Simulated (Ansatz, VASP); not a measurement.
# TePb: VASP beside Ansatz

```
CELL_PARAMETERS angstrom
0.00000 3.23616 3.23616
3.23616 0.00000 3.23616
3.23616 3.23616 0.00000
ATOMIC_POSITIONS crystal
Te 0.50000 0.50000 0.50000
Pb 0.00000 0.00000 0.00000
```

Alike in both runs: functional PBE; dispersion D3(BJ); k mesh 6 × 6 × 6; occupations gaussian, width 0.02 eV; no spin polarisation.

Ansatz relaxed the structure, and its values are those at the end. VASP's run is a single point on that final structure, the one shown.

```csv
,VASP,Ansatz
version,VASP 6.6.1,Ansatz 0.2.0
potentials or method,"VASP PAW PBE potentials, release 64 (Te, Pb_d), cutoff 520 eV","scalar-relativistic, plane waves, PAW"
valence electrons in the cell,20,30
```

VASP gave:

| Quantity | Value |
| --- | --- |
| gap on the k mesh at the Fermi level (eV) | 0.75 |
| least direct gap on the mesh (eV) | 0.75 |
| pressure (GPa) | -0.1 |

Problem. Which values does Ansatz return?

Solution. gap on the k mesh at the Fermi level (eV): 0.74; least direct gap on the mesh (eV): 0.74; pressure (GPa): 0.0.

VASP's potentials hold 20 valence electrons a cell and Ansatz's 30, so a difference there can come from the potentials and not from the codes.

Neither program's run includes spin-orbit coupling.
